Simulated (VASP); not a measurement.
# P in VASP: further runs

The runs below take P through relaxation of cell and atoms, with PBE, PBEsol.

Program: VASP 6.6.1. These are calculated values, not measurements. Logs are shortened: lines on timing, memory, paths and dates and some standing lists are left out, and cuts for length are marked.

**1. The cell of the first run**

The cell holds a slab with vacuum, 2 atoms: a = 3.100 Å, b = 3.100 Å, c = 17.000 Å, α = 90.00°, β = 90.00°, γ = 120.00°.

**2. Relaxation of cell and atoms, PBE**

INCAR

```
SYSTEM = P
PREC = Accurate ; ENCUT = 500
EDIFF = 1E-7 ; ISMEAR = -1
SIGMA = 0.02 ; LREAL = .False.
LASPH = .True. ; NELM = 120
ALGO = Normal ; ISIF = 3
LWAVE = .False. ; LCHARG = .False.
LDIPOL = .True. ; IDIPOL = 3
DIPOL = 0.5 0.5 0.535 ; GGA = PE
IBRION = 2 ; NSW = 80
EDIFFG = -0.005 ; GGA_COMPAT = .False.
NELMIN = 4 ; NELMDL = -8
LATTICE_CONSTRAINTS = .TRUE. .TRUE. .FALSE.
```

KPOINTS

```
Automatic mesh
0
Gamma
  12 12 1
  0 0 0
```

POSCAR

```
P
1.0
    3.1002073000      0.0000000000      0.0000000000
   -1.5501036500      2.6848582788      0.0000000000
    0.0000000000      0.0000000000     17.0000000000
P
2
Direct
    0.3333333333      0.6666666667      0.5000000000
    0.6666666667      0.3333333333      0.5691729824
```

Potentials or basis: VASP PAW PBE potentials, release 64 (P).

On the command line:

```console
$ cat potpaw_PBE.64/P/POTCAR > POTCAR
$ mpirun -np 1 vasp_std > vasp.out
```

OUTCAR:

```text
SYSTEM = P
   PREC = Accurate
   ENCUT = 500
   EDIFF = 1E-7
   ISMEAR = -1
   LREAL = .False.
   LASPH = .True.
   NELM = 120
   ISIF = 3
   GGA = PE
   IBRION = 2
   NSW = 80
   EDIFFG = -0.005
   NELMIN = 4
   NELMDL = -8

 ion  position               nearest neighbor table
   1  0.333  0.667  0.500-   2 2.14   2 2.14   2 2.14
   2  0.667  0.333  0.569-   1 2.14   1 2.14   1 2.14

  LATTYP: Found a hexagonal cell.
 ALAT       =     3.1002073000
 C/A-ratio  =     5.4835042805

  Lattice vectors:

 A1 = (   3.1002073000,   0.0000000000,   0.0000000000)
 A2 = (  -1.5501036500,   2.6848582788,   0.0000000000)
 A3 = (   0.0000000000,   0.0000000000,  17.0000000000)

Analysis of symmetry for initial positions (statically):
=====================================================================
 Subroutine PRICEL returns:
 Original cell was already a primitive cell.

 Routine SETGRP: Setting up the symmetry group for a
 hexagonal supercell.

 Subroutine GETGRP returns: Found 12 space group operations
 (whereof  6 operations were pure point group operations)
 out of a pool of 24 trial point group operations.

The static configuration has the point symmetry C_3v.
 The point group associated with its full space group is D_3d.

Analysis of symmetry for dynamics (positions and initial velocities):
=====================================================================
 Subroutine PRICEL returns:
 Original cell was already a primitive cell.

 Routine SETGRP: Setting up the symmetry group for a
 hexagonal supercell.

 Subroutine GETGRP returns: Found 12 space group operations
 (whereof  6 operations were pure point group operations)
 out of a pool of 24 trial point group operations.

The dynamic configuration has the point symmetry C_3v.
 The point group associated with its full space group is D_3d.

 Subroutine INISYM returns: Found 12 space group operations
 (whereof  6 operations are pure point group operations),
 and found     1 'primitive' translations

----------------------------------------------------------------------------------------

                                     Primitive cell

  volume of cell :     141.5015
[... 114 lines left out ...]
 conjugate gradient relaxation of ions
 non-spin polarized calculation
  energy-cutoff  :      500.00
  volume of cell :      141.50
 maximum number of plane-waves:      3619
 NGX is ok and might be reduce to    24
   NGX = 11   NGY = 11   NGZ = 61

--------------------------------------- Ionic step        1  -------------------------------------------

 number of electron      10.0000000 magnetization

 number of electron       9.9999998 magnetization

 Free energy of the ion-electron system (eV)
  ---------------------------------------------------
  ext. energy  EPLUGINS =         0.00000000
  ---------------------------------------------------
  free energy    TOTEN  =       -10.46380988 eV

  energy without entropy =      -10.46380988  energy(sigma->0) =      -10.46380988

------------------------ aborting loop because EDIFF is reached ----------------------------------------

  FORCE on cell =-STRESS in cart. coord.  units (eV):
  Direction    XX          YY          ZZ          XY          YZ          ZX
  --------------------------------------------------------------------------------------
  -------------------------------------------------------------------------------------
  Total        4.0244134      4.0244134      2.3816217      0.0000000      0.0000000      0.0000000
  in kB       45.5671798     45.5671798     26.9663604      0.0000000      0.0000000      0.0000000
  external PRESSURE =      39.3669066 kB  Pullay stress =       0.0000000 kB
[... 197 lines left out ...]
  FREE ENERGIE OF THE ION-ELECTRON SYSTEM (eV)
  ---------------------------------------------------
  free  energy   TOTEN  =       -10.7321744246 eV

  energy  without entropy=      -10.7321744246  energy(sigma->0) =      -10.73217442

 dipolmoment           0.000000      0.000000      0.000000 electrons x Angstroem

--------------------------------------- Ionic step        7  -------------------------------------------

 number of electron       9.9999998 magnetization

------------------------ aborting loop because EDIFF is reached ----------------------------------------
[... 31 lines left out ...]
--------------------------------------- Ionic step        8  -------------------------------------------

 number of electron       9.9999998 magnetization

 dipolmoment           0.000000      0.000000     -0.000000 electrons x Angstroem

 Free energy of the ion-electron system (eV)
  ---------------------------------------------------
  ext. energy  EPLUGINS =         0.00000000
  ---------------------------------------------------
  free energy    TOTEN  =       -10.73220235 eV

  energy without entropy =      -10.73220235  energy(sigma->0) =      -10.73220235

 E-fermi :  -2.9417     XC(G=0):  -3.0794

 val. band max:       -3.4277972396   @ k =   0.1667   0.1667   0.0000
 cond. band min:      -1.4690692104   @ k =   0.3333   0.0000   0.0000
 fundamental gap:      1.9587280291
 Fermi energy:        -2.9417486823

 k-point     1 :       0.0000    0.0000    0.0000
  band No.  band energies     occupation
      1     -17.5380      2.00000
      2      -9.8292      2.00000
      3      -3.8222      2.00000
      4      -3.5475      2.00000
      5      -3.5475      2.00000
      6       0.3994      0.00000
      7       0.4941      0.00000
      8       0.4941      0.00000
      9       1.9550      0.00000
[... 205 lines left out ...]
 k-point    19 :       0.3333    0.3333    0.0000
  band No.  band energies     occupation
      1     -13.0529      2.00000
      2     -13.0529      2.00000
      3      -8.7741      2.00000
      4      -5.1569      2.00000
      5      -5.1569      2.00000
      6      -1.2267      0.00000
      7       2.1552      0.00000
      8       2.1552      0.00000
      9       4.9053      0.00000

------------------------ aborting loop because EDIFF is reached ----------------------------------------

 vacuum level on the upper side and lower side of the slab       (xc-potential included)        -0.056        -0.056

  FORCE on cell =-STRESS in cart. coord.  units (eV):
  Direction    XX          YY          ZZ          XY          YZ          ZX
  --------------------------------------------------------------------------------------
  -------------------------------------------------------------------------------------
  Total        0.0009081      0.0009081     -0.0064329      0.0000000      0.0000000      0.0000000
  in kB        0.0091994      0.0091994     -0.0651692      0.0000000      0.0000000      0.0000000
  external PRESSURE =      -0.0155901 kB  Pullay stress =       0.0000000 kB
[... 17 lines left out ...]
  FREE ENERGIE OF THE ION-ELECTRON SYSTEM (eV)
  ---------------------------------------------------
  free  energy   TOTEN  =       -10.7322023501 eV

  energy  without entropy=      -10.7322023501  energy(sigma->0) =      -10.73220235

 reached required accuracy - stopping structural energy minimisation

 vacuum level on the upper side and lower side of the slab         2.706         2.705
```

OSZICAR:

```text
N       E                     dE             d eps       ncg     rms          rms(c)
DAV:   1     0.636652651460E+02    0.63665E+02   -0.34784E+03   342   0.767E+02
DAV:   2    -0.591703138385E+01   -0.69582E+02   -0.62855E+02   525   0.122E+02
DAV:   3    -0.105867540619E+02   -0.46697E+01   -0.46341E+01   477   0.452E+01
DAV:   4    -0.106344015358E+02   -0.47647E-01   -0.47619E-01   582   0.538E+00
[... 92 lines left out ...]
       N       E                     dE             d eps       ncg     rms          rms(c)
DAV:   1    -0.107322050600E+02   -0.14528E-04   -0.47863E-04   414   0.142E-01    0.200E-02
DAV:   2    -0.107322037752E+02    0.12849E-05   -0.22579E-05   419   0.359E-02    0.124E-02
DAV:   3    -0.107322023048E+02    0.14704E-05   -0.22858E-06   464   0.993E-03    0.424E-03
DAV:   4    -0.107322023501E+02   -0.45324E-07   -0.48630E-07   428   0.446E-03
   8 F= -.10732202E+02 E0= -.10732202E+02  d E =-.279255E-04
```

Run time: 71 s. Hardware: 1 thread of Intel Xeon 6975P-C (Granite Rapids), shared host; peak memory 0.24 GiB.

Results:

```
Free energy                           : -10.7322 eV
Relaxed cell                          : a = 3.278 Å, b = 3.278 Å, c = 17.000 Å, α = 90.00°, β = 90.00°, γ = 120.00°
Space group after relaxing (to 0.1 Å) : P-3m1 (No. 164)
Energy gained by relaxing             : 134.2 meV/atom
Ionic steps                           : 8
Band gap on the k mesh                : 1.96 eV (least direct gap 2.22 eV)
```

The path:
| step | energy change (eV) | largest force (eV/Å) | pressure (GPa) | volume (Å³) |
| --- | --- | --- | --- | --- |
| 1 | 0.0000 | 2.0334 | 3.94 | 141.50 |
| 2 | -0.0242 | 2.1663 | -2.31 | 170.31 |
| 3 | -0.2576 | 0.4205 | 0.08 | 154.92 |
| 4 | -0.2576 | 0.3805 | 0.14 | 154.65 |
| 5 | -0.2684 | 0.0118 | 0.03 | 157.90 |
| 6 | -0.2684 | 0.0230 | 0.03 | 158.00 |
| 7 | -0.2684 | 0.0140 | -0.02 | 158.26 |
| 8 | -0.2684 | 0.0008 | 0.00 | 158.15 |

Final structure:
```
CELL_PARAMETERS angstrom
3.27755 0.00000 0.00000
-1.63877 2.83844 0.00000
0.00000 0.00000 17.00000
ATOMIC_POSITIONS crystal
P 0.33333 0.66667 0.49821
P 0.66667 0.33333 0.57096
```

Levels at points of the mesh, in eV from the valence-band top:
```csv
k point,band 2,band 3,band 4,band 5,band 6,band 7,band 8,band 9
"(0.00, 0.00, 0.00)",-6.40,-0.39,-0.12,-0.12,3.83,3.92,3.92,5.38
"(0.50, 0.00, 0.00)",-8.95,-3.13,-2.27,-1.35,2.03,3.58,5.38,6.47
```

Caveat: the relaxation moved the vacuum too, so the length across it says nothing of the material.

**3. Relaxation of cell and atoms, PBEsol**

This run uses another cell than the first one.

INCAR

```
SYSTEM = P
  PREC = Accurate
  ENCUT = 500
  EDIFF = 1E-7
  ISMEAR = -1
  SIGMA = 0.02
  LREAL = .FALSE.
  LASPH = .TRUE.
  NELM = 120
  ALGO = Normal
  ISIF = 3
  LWAVE = .FALSE.
  LCHARG = .FALSE.
  LDIPOL = .TRUE.
  IDIPOL = 3
  DIPOL = 0.5 0.5 0.348
  GGA = PS
  IBRION = 2
  NSW = 80
  EDIFFG = -0.005
  GGA_COMPAT = .FALSE.
  NELMIN = 4
  NELMDL = -8
  LATTICE_CONSTRAINTS = .TRUE. .TRUE. .FALSE.
```

KPOINTS

```
Automatic mesh
0
G
  12 12 1
  0 0 0
```

POSCAR

```
P
1.0
    3.2789996868      0.0000000000      0.0000000000
   -1.6394998434      2.8396970278      0.0000000000
    0.0000000000      0.0000000000     26.1518814016
P
2
Direct
    0.3333333333      0.6666666667      0.3237635899
    0.6666666667      0.3333333333      0.3712510602
```

Potentials or basis: VASP PAW PBE potentials, release 64 (P).

On the command line:

```console
$ cat potpaw_PBE.64/P/POTCAR > POTCAR
$ mpirun -np 1 vasp_std > vasp.out
```

Wall time 87 s (1 thread of Intel Xeon 6975P-C (Granite Rapids), shared host); peak memory 0.32 GiB.

The run converged. Its results:

```
Free energy                           : -11.4024 eV
Relaxed cell                          : a = 3.236 Å, b = 3.236 Å, c = 26.152 Å, α = 90.00°, β = 90.00°, γ = 120.00°
Space group after relaxing (to 0.1 Å) : P-3m1 (No. 164)
Energy gained by relaxing             : 4.7 meV/atom
Ionic steps                           : 5
Band gap on the k mesh                : 1.90 eV (least direct gap 2.20 eV)
```

Step by step:
```csv
step,energy change (eV),largest force (eV/Å),pressure (GPa),volume (Å³)
1,0.0000,0.1535,-0.36,243.51
2,-0.0057,0.3090,0.24,235.20
3,-0.0087,0.1328,0.01,238.21
4,-0.0094,0.0210,0.00,237.08
5,-0.0094,0.0002,0.00,237.23
```

Final structure:
```cif
data_structure
_symmetry_space_group_name_H-M 'P 1'
_symmetry_Int_Tables_number 1
_cell_length_a 3.2364
_cell_length_b 3.2364
_cell_length_c 26.1519
_cell_angle_alpha 90.000
_cell_angle_beta 90.000
_cell_angle_gamma 120.000
_cell_volume 237.23
loop_
_atom_site_label
_atom_site_type_symbol
_atom_site_fract_x
_atom_site_fract_y
_atom_site_fract_z
_atom_site_occupancy
P1 P 0.33333 0.66667 0.32376 1
P2 P 0.66667 0.33333 0.37125 1
```

Levels at points of the mesh, in eV from the valence-band top:
```tsv
k point	band 1	band 2	band 3	band 4	band 5	band 6	band 7	band 8	band 9
(0.00, 0.00, 0.00)	-14.35	-6.57	-0.55	0.00	0.00	4.02	4.02	4.11	5.38
(0.50, 0.00, 0.00)	-11.09	-9.07	-3.21	-2.26	-1.46	1.97	3.46	5.45	6.33
```

Caveat: the relaxation moved the vacuum too, so the length across it says nothing of the material; the PAW data sets were made with another functional, which shifts forces and pressure a little.
